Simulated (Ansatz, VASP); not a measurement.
Zr3Cl in VASP and in Ansatz

```xyz
4
Lattice="4.3983 0.0000 0.0000 0.0000 4.3983 0.0000 0.0000 0.0000 4.3983" Properties=species:S:1:pos:R:3 pbc="T T T"
Zr    0.0000    2.1992    2.1992
Zr    2.1992    0.0000    2.1992
Zr    2.1992    2.1992    0.0000
Cl    0.0000    0.0000    0.0000
```

Alike in both runs: functional PBE; k mesh 4 × 4 × 4; occupations gaussian, width 0.1 eV; no spin polarisation.

Ansatz relaxed the structure, and its values are those at the end. VASP's run is a single point on that final structure, the one shown.

```csv
,VASP,Ansatz
version,VASP 6.6.1,Ansatz 0.2.0
potentials or method,"VASP PAW PBE potentials, release 64 (Zr_sv, Cl), cutoff 520 eV","scalar-relativistic, plane waves, PAW"
valence electrons in the cell,43,43
```

Ansatz gave:

* gap on the k mesh at the Fermi level (eV): none
* pressure (GPa): 0.3

Estimate VASP's values.

gap on the k mesh at the Fermi level (eV): none; pressure (GPa): 0.4.

A gap of «none» marks a metal or a gap that the smearing closes. The functional is the same, so the differences come from potentials, cutoffs and numerics.
